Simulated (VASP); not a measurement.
Set up this calculation in VASP 6.6.1, as the native input.

- Task: single point
- Functional: r2SCAN
- Potentials or basis: VASP PAW PBE potentials, release 64 (Si)
- Cutoff: 520 eV
- k mesh: 10 × 10 × 10
- Occupations: methfessel-paxton, width 1 eV
- Spin: no spin polarisation
- Dipole correction: no
- Further INCAR settings: ALGO = Normal; EDIFF = 1e-06; NBANDS = 11

The system is Si.

```xyz
2
Lattice="0.0000 2.7227 2.7227 2.7227 0.0000 2.7227 2.7227 2.7227 0.0000" Properties=species:S:1:pos:R:3 pbc="T T T"
Si    2.7227    2.7227    2.7227
Si    4.0841    4.0841    4.0841
```

One way to write it, as run:

POSCAR

```
Si
1.0
    0.0000000000      2.7227277380      2.7227277380
    2.7227277380      0.0000000000      2.7227277380
    2.7227277380      2.7227277380      0.0000000000
Si
2
Direct
    0.5000000000      0.5000000000      0.5000000000
    0.7500000000      0.7500000000      0.7500000000
```

INCAR.step1

```
  PREC = Accurate
  ENCUT = 520
  ISMEAR = 1
  SIGMA = 1.0
  LREAL = F
  LASPH = T
  NELM = 80
  NBANDS = 11
  GGA = PE
  ALGO = Normal
  EDIFF = 1E-4
  LWAVE = T
  LCHARG = F
```

INCAR.step2

```
  PREC = Accurate
  ENCUT = 520
  EDIFF = 1E-6
  ISMEAR = 1
  SIGMA = 1.0
  LREAL = F
  LASPH = T
  NELM = 80
  ALGO = Normal
  ISIF = 2
  LWAVE = F
  LCHARG = F
  METAGGA = R2SCAN
  LMIXTAU = T
  NBANDS = 11
  ISTART = 1
```

KPOINTS

```
regular mesh
0
Gamma
  10 10 10
```

Potentials or basis: VASP PAW PBE potentials, release 64 (Si).

Command:

```console
$ cat potpaw_PBE.64/Si/POTCAR > POTCAR
$ cp INCAR.step1 INCAR
$ mpirun -np 1 vasp_std > vasp.out
$ cp INCAR.step2 INCAR
$ mpirun -np 1 vasp_std > vasp.out
```

It gave:

```yaml
Pressure: -0.4 GPa
Band_gap_on_the_k_mesh: 0.79 eV, indirect (least direct gap 2.75 eV)
```

Caveat: the PAW data sets were made with another functional, which shifts forces and pressure a little.

Run time: 76 s on 1 thread of Intel(R) Xeon(R) Platinum 8259CL CPU @ 2.50GHz (Skylake/Cascade Lake), on a shared host, peak memory 0.17 GiB.
